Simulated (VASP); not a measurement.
Wanted: the native input for a VASP 6.6.1 run.

```
Task                   : single point
Functional             : r2SCAN
Potentials or basis    : VASP PAW PBE potentials, release 64 (Ge_d)
Cutoff                 : 520 eV
k mesh                 : 10 × 10 × 6
Occupations            : gaussian, width 0.02 eV
Spin                   : no spin polarisation
Dipole correction      : no
Further INCAR settings : ALGO = Normal; EDIFF = 1e-06; NBANDS = 36
```

The system is Ge.

```
CELL_PARAMETERS angstrom
2.66718 2.66718 0.00000
-2.66718 2.66718 0.00000
0.00000 0.00000 5.91095
ATOMIC_POSITIONS crystal
Ge 0.50000 0.50000 0.50000
Ge 0.50000 0.00000 0.25000
Ge 0.00000 0.00000 0.00000
Ge 0.00000 0.50000 0.75000
```

This cell differs from its parent crystal: biaxial strain in the a-b plane: -6.0 %, then relaxed in part.

One way to write it, as run:

POSCAR

```
Ge
1.0
    2.6671814810      2.6671814810      0.0000000000
   -2.6671814810      2.6671814810      0.0000000000
    0.0000000000      0.0000000000      5.9109481495
Ge
4
Direct
    0.5000000000      0.5000000000      0.5000000000
    0.5000000000      0.0000000000      0.2500000000
    0.0000000000      0.0000000000      0.0000000000
    0.0000000000      0.5000000000      0.7500000000
```

INCAR.step1

```
  ALGO = Normal
  EDIFF = 1E-4
  ENCUT = 520
  GGA = PE
  ISMEAR = 0
  LASPH = T
  LCHARG = F
  LREAL = F
  LWAVE = T
  NBANDS = 36
  NELM = 100
  PREC = Accurate
  SIGMA = 0.02
```

INCAR.step2

```
  ALGO = Normal
  EDIFF = 1E-6
  ENCUT = 520
  ISIF = 2
  ISMEAR = 0
  ISTART = 1
  LASPH = T
  LCHARG = F
  LMIXTAU = T
  LREAL = F
  LWAVE = F
  METAGGA = R2SCAN
  NBANDS = 36
  NELM = 100
  PREC = Accurate
  SIGMA = 0.02
```

KPOINTS

```
k-points
0
Gamma
  10 10 6
```

Potentials or basis: VASP PAW PBE potentials, release 64 (Ge_d).

The run is started by

```console
$ cat potpaw_PBE.64/Ge_d/POTCAR > POTCAR
$ cp INCAR.step1 INCAR
$ mpirun -np 1 vasp_std > vasp.out
$ cp INCAR.step2 INCAR
$ mpirun -np 1 vasp_std > vasp.out
```

Results of the run:

```
Pressure               : 7.1 GPa
Band gap on the k mesh : zero (filled and empty bands touch)
```

Caveat: the cell differs from its parent crystal (biaxial strain in the a-b plane: -6.0 %, then relaxed in part); the PAW data sets were made with another functional, which shifts forces and pressure a little.

Wall time 8 min on 1 thread of Intel(R) Xeon(R) Platinum 8259CL CPU @ 2.50GHz (Skylake/Cascade Lake), on a shared host, peak memory 0.31 GiB.
